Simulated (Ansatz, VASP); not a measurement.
ZnO: VASP beside Ansatz

Contents of INCAR:

```
PREC     = Accurate       # precision mode
ENCUT    = 520            # plane-wave cutoff, eV
EDIFF    = 1E-7           # SCF threshold, eV
ISMEAR   = 0              # smearing method
SIGMA    = 0.05           # smearing width, eV
LREAL    = False          # projectors in reciprocal space
LASPH    = True           # aspherical terms in the spheres
NELM     = 60             # most SCF steps
ALGO     = Normal         # electronic algorithm
ISIF     = 2              # what is computed and relaxed
LWAVE    = False          # write WAVECAR
LCHARG   = False          # write CHGCAR
GGA      = CA             # functional
NBANDS   = 16             # bands
```

File KPOINTS:

```
regular mesh
0
Gamma
  12 12 12
```

The input POSCAR:

```
ZnO
1.0
    0.0000000000      2.1152059500      2.2779141000
    2.1152059500      0.0000000000      2.2779141000
    2.1152059500      2.1152059500      0.0000000000
Zn O
1 1
Direct
    0.0000000000      0.0000000000      0.0000000000
    0.5000000000      0.5000000000      0.5000000000
```

Input for Ansatz:

```yaml
crystal:
  lattice:
    - [0.0, 2.11520595, 2.2779141]
    - [2.11520595, 0.0, 2.2779141]
    - [2.11520595, 2.11520595, 0.0]
  atoms:
    - { symbol: Zn, position: [0.0, 0.0, 0.0] }
    - { symbol: O, position: [0.5, 0.5, 0.5] }
basis:
  ecutwfc: 420
kpoints:
  mp_grid: { grid: [12, 12, 12] }
hamiltonian:
  xc: lda
scf:
  occupations: { method: gaussian, width: 0.05 }
output:
  forces: true
  stress: true
  eigenvalues: true
```

Change from the starting cell: strain -0.025 along x and y, +0.050 along z, atoms carried along.

Alike in both runs: task single point; functional LDA; k mesh 12 × 12 × 12; occupations gaussian, width 0.05 eV; no spin polarisation.

|  | VASP | Ansatz |
| --- | --- | --- |
| version | VASP 6.6.1 | Ansatz 0.2.0 |
| potentials or method | VASP PAW LDA potentials, release 64 (Zn, O), cutoff 520 eV | scalar-relativistic, plane waves, PAW |
| valence electrons in the cell | 18 | 18 |

|  | VASP | Ansatz | Ansatz less VASP |
| --- | --- | --- | --- |
| gap on the k mesh at the Fermi level (eV) | 0.53 | 0.53 | 0.000 |
| least direct gap on the mesh (eV) | 1.76 | 1.77 | +0.005 |
| pressure (GPa) | -12.3 | -13.4 | -1.10 |
| traceless stress, the component that is largest in VASP (GPa) | -2.27 | -1.89 | +0.373 |

LDA's correlation is that of Perdew and Zunger in VASP and of Perdew and Wang (1992) in Ansatz.
